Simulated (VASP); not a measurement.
# Mg (P6_3/mmc) in VASP: notebook, part 2 of 2

VASP 6.6.1.

## 3. Single point, PBE

The input, INCAR:

```
PREC = Accurate
ENCUT = 520
EDIFF = 1E-6
ISMEAR = -1
SIGMA = 0.1
LREAL = False
LASPH = True
NELM = 100
ALGO = Normal
ISIF = 2
LWAVE = False
LCHARG = False
GGA = PE
NBANDS = 9
```

The input, KPOINTS:

```
regular mesh
0
Gamma
  17 17 10
```

The input, POSCAR:

```
Mg
1.0
    2.5379559486      0.0000000000      0.0000000000
   -1.2689779743      2.1979343252      0.0000000000
    0.0000000000      0.0000000000      4.1320212267
Mg
2
Direct
    0.3333333333      0.6666666667      0.2500000000
    0.6666666667      0.3333333333      0.7500000000
```

Potentials or basis: VASP PAW PBE potentials, release 64 (Mg).

Command:

```sh
$ cat potpaw_PBE.64/Mg/POTCAR > POTCAR
$ mpirun -np 1 vasp_std > vasp.out
```

OUTCAR:

```text
PREC = Accurate
   ENCUT = 520
   EDIFF = 1E-6
   ISMEAR = -1
   LREAL = False
   LASPH = True
   NELM = 100
   ISIF = 2
   GGA = PE

 ion  position               nearest neighbor table
   1  0.333  0.667  0.250-   2 2.53   2 2.53   2 2.53   2 2.53   2 2.53   2 2.53   2 3.59   2 3.59
                             2 3.59   2 3.59   2 3.59   2 3.59
   2  0.667  0.333  0.750-   1 2.53   1 2.53   1 2.53   1 2.53   1 2.53   1 2.53   1 3.59   1 3.59
                             1 3.59   1 3.59   1 3.59   1 3.59

  LATTYP: Found a hexagonal cell.
 ALAT       =     2.5379559486
 C/A-ratio  =     1.6280902074

  Lattice vectors:

 A1 = (   2.5379559486,   0.0000000000,   0.0000000000)
 A2 = (  -1.2689779743,   2.1979343252,   0.0000000000)
 A3 = (   0.0000000000,   0.0000000000,   4.1320212267)

Analysis of symmetry for initial positions (statically):
=====================================================================
 Subroutine PRICEL returns:
 Original cell was already a primitive cell.

 Routine SETGRP: Setting up the symmetry group for a
 hexagonal supercell.

 Subroutine GETGRP returns: Found 24 space group operations
 (whereof 12 operations were pure point group operations)
 out of a pool of 24 trial point group operations.

The static configuration has the point symmetry D_3d.
 The point group associated with its full space group is D_6h.

Analysis of symmetry for dynamics (positions and initial velocities):
=====================================================================
 Subroutine PRICEL returns:
 Original cell was already a primitive cell.

 Routine SETGRP: Setting up the symmetry group for a
 hexagonal supercell.

 Subroutine GETGRP returns: Found 24 space group operations
 (whereof 12 operations were pure point group operations)
 out of a pool of 24 trial point group operations.

The dynamic configuration has the point symmetry D_3d.
 The point group associated with its full space group is D_6h.

 Subroutine INISYM returns: Found 24 space group operations
 (whereof 12 operations are pure point group operations),
 and found     1 'primitive' translations

----------------------------------------------------------------------------------------

                                     Primitive cell

  volume of cell :      23.0495

  direct lattice vectors                    reciprocal lattice vectors
     2.537955949  0.000000000  0.000000000     0.394017871  0.227486324  0.000000000
    -1.268977974  2.197934325  0.000000000     0.000000000  0.454972648  0.000000000
     0.000000000  0.000000000  4.132021227     0.000000000  0.000000000  0.242012310

  length of vectors
     2.537955949  2.537955949  4.132021227     0.454972648  0.454972648  0.242012310

  position of ions in fractional coordinates (direct lattice)
     0.333333333  0.666666667  0.250000000
     0.666666667  0.333333333  0.750000000

  ion indices of the primitive-cell ions
   primitive index   ion index
                 1           1
                 2           2

----------------------------------------------------------------------------------------

 KPOINTS: regular mesh

Automatic generation of k-mesh.
 Grid dimensions read from file:
 generate k-points for:   17   17   10

 Generating k-lattice:

  Cartesian coordinates                     Fractional coordinates (reciprocal lattice)
     0.023177522  0.013381548  0.000000000     0.058823529  0.000000000  0.000000000
     0.000000000  0.026763097  0.000000000     0.000000000  0.058823529  0.000000000
     0.000000000  0.000000000  0.024201231     0.000000000  0.000000000  0.100000000

  Length of vectors
     0.026763097  0.026763097  0.024201231

  Shift w.r.t. Gamma in fractional coordinates (k-lattice)
     0.000000000  0.000000000  0.000000000

 Subroutine IBZKPT returns following result:
 ===========================================

 Found    198 irreducible k-points:

 Following reciprocal coordinates:
            Coordinates               Weight
  0.000000  0.000000  0.000000      1.000000
  0.058824  0.000000  0.000000      6.000000
  0.117647  0.000000  0.000000      6.000000
  0.176471  0.000000  0.000000      6.000000
  0.235294  0.000000  0.000000      6.000000
  0.294118  0.000000  0.000000      6.000000
[... 16 lines left out ...]
  0.411765  0.117647  0.000000     12.000000
  0.176471  0.176471  0.000000      6.000000
 [... further k-points ...]
   k-points           NKPTS =    198   k-points in BZ     NKDIM =    198   number of bands    NBANDS=      9
   number of dos      NEDOS =    301   number of ions     NIONS =      2
   total plane-waves  NPLWV =  12800
   dimension x,y,z NGX =    20 NGY =   20 NGZ =   32
   dimension x,y,z NGXF=    40 NGYF=   40 NGZF=   64
   ions per type =               2
   NGX,Y,Z   is equivalent  to a cutoff of  13.10, 13.10, 12.87 a.u.
   NGXF,Y,Z  is equivalent  to a cutoff of  26.20, 26.20, 25.75 a.u.
 SYSTEM =  unknown system
   PREC   = accura    normal or accurate (medium, high low for compatibility)
   ISTART =      0    job   : 0-new  1-cont  2-samecut
   ICHARG =      2    charge: 1-file 2-atom 10-const
   ISPIN  =      1    spin polarized calculation?
   LNONCOLLINEAR =      F non collinear calculations
   LSORBIT =      F    spin-orbit coupling
   LASPH  =      T    aspherical Exc in radial PAW
   ENCUT  =  520.0 eV  38.22 Ry    6.18 a.u.   4.72  4.72  7.68*2*pi/ulx,y,z
   NELM   =    100;   NELMIN=  2; NELMDL= -5     # of ELM steps
   EDIFF  = 0.1E-05   stopping-criterion for ELM
   LREAL  =      F    real-space projection
   EDIFFG = 0.1E-04   stopping-criterion for IOM
   NSW    =      0    number of steps for IOM
   IBRION =     -1    ionic relax: 0-MD 1-quasi-New 2-CG
   NFREE  =      0    steps in history (QN), initial steepest desc. (CG)
   ISIF   =      2    stress and relaxation
   ISYM   =      2    0-nonsym 1-usesym 2-fastsym
   POTIM  = 0.5000    time-step for ionic-motion
   TEBEG  =    0.0;   TEEND  =   0.0 temperature during run
   PSTRESS=    0.0 pullay stress
   NELECT =       4.0000    total number of electrons
   NUPDOWN=      -1.0000    fix difference up-down
   EMIN   =  10.00;   EMAX   =-10.00  energy-range for DOS
   EFERMI =   0.00;   METHOD = LEGACY
   ISMEAR =    -1;   SIGMA  =   0.10  broadening in eV -4-tet -1-fermi 0-gaus
   EFERMI_NEDOS =   21; number of points for ismear=-14 and -15
   IALGO  =     38    algorithm
   IMIX   =      4    mixing-type and parameters
     AMIX     =   0.40;   BMIX     =  1.00
     AMIX_MAG =   1.60;   BMIX_MAG =  1.00
  volume/ion in A,a.u.               =      11.52        77.77
  Fermi-wavevector in a.u.,A,eV,Ry     =   0.913148  1.725599 11.345066  0.833839
  Thomas-Fermi vector in A             =   2.037626
   LORBIT       =      0    0 simple, 1 ext, 2 COOP (PROOUT), +10 PAW based schemes
   GGA     = PE    functional components
   LHFCALC =     F    Hartree Fock is set to
   AEXX    =    0.0000 exact exchange contribution
   IVDW    =     0    specifies the selected vdW correction
   LEPSILON=     F    determine dielectric tensor
   LRPA    =     F    only Hartree local field effects (RPA)
 non-spin polarized calculation
  energy-cutoff  :      520.00
  volume of cell :       23.05
 maximum number of plane-waves:       640
 NGX is ok and might be reduce to    20
   NGX =  9   NGY =  9   NGZ = 15

 number of electron       4.0000000 magnetization

 Free energy of the ion-electron system (eV)
  ---------------------------------------------------
  ext. energy  EPLUGINS =         0.00000000
  ---------------------------------------------------
  free energy    TOTEN  =         0.83830576 eV

  energy without entropy =        0.85478782  energy(sigma->0) =        0.84654679

 E-fermi :   7.5637     XC(G=0): -10.9327

 val. band max:        7.5564451497   @ k =   0.4706   0.0000   0.5000
 cond. band min:       7.5720419757   @ k =   0.2941   0.2941   0.1000
 fundamental gap:      0.0155968260
 Fermi energy:         7.5637001094

 k-point     1 :       0.0000    0.0000    0.0000
  band No.  band energies     occupation
      1      -2.9034      2.00000
      2       4.6858      2.00000
      3       6.2354      2.00000
      4      23.0144      0.00000
      5      23.0144      0.00000
      6      23.9517      0.00000
      7      24.8106      0.00000
      8      24.8106      0.00000
      9      28.2069      0.00000
[... 265 lines left out ...]
 k-point    24 :       0.1765    0.1765    0.0000
  band No.  band energies     occupation
      1      -0.0346      2.00000
      2       7.0020      1.99276
      3       8.4795      0.00021
      4      12.3799      0.00000
      5      14.9216      0.00000
      6      19.2994      0.00000
      7      19.6206      0.00000
      8      22.0328      0.00000
      9      24.4013      0.00000

 [... further k-points ...]
[... 5 lines left out ...]
  --------------------------------------------------------------------------------------
  -------------------------------------------------------------------------------------
  Total       13.7860719     13.7860719     13.7869756     -0.0000000     -0.0000000      0.0000000
  in kB      958.2741804    958.2741804    958.3369995     -0.0000000     -0.0000000      0.0000000
  external PRESSURE =     958.2951201 kB  Pullay stress =       0.0000000 kB

 VOLUME and BASIS-vectors are now :
 -----------------------------------------------------------------------------
  energy-cutoff  :      520.00
  volume of cell :       23.05
      direct lattice vectors                 reciprocal lattice vectors
     2.537955949  0.000000000  0.000000000     0.394017871  0.227486324  0.000000000
    -1.268977974  2.197934325  0.000000000     0.000000000  0.454972648  0.000000000
     0.000000000  0.000000000  4.132021227     0.000000000  0.000000000  0.242012310

 POSITION                                       TOTAL-FORCE (eV/Angst)
 -----------------------------------------------------------------------------------
     -0.00000      1.46529      1.03301         0.000000      0.000000      0.000000
      1.26898      0.73264      3.09902        -0.000000     -0.000000      0.000000
 -----------------------------------------------------------------------------------
    total drift:                                0.000000     -0.000000      0.000000

  FREE ENERGIE OF THE ION-ELECTRON SYSTEM (eV)
  ---------------------------------------------------
  free  energy   TOTEN  =         0.8383057616 eV

  energy  without entropy=        0.8547878174  energy(sigma->0) =        0.84654679
```

Run time: 12 s. Hardware: 1 thread of Intel Xeon 6975P-C (Granite Rapids), shared host; peak memory 0.16 GiB.

Results:

* Free energy: 0.8383 eV
* Pressure: 95.8 GPa
* Band gap on the k mesh: zero (band 2 reaches 8.84 eV, above the bottom of band 3 at 6.24 eV)
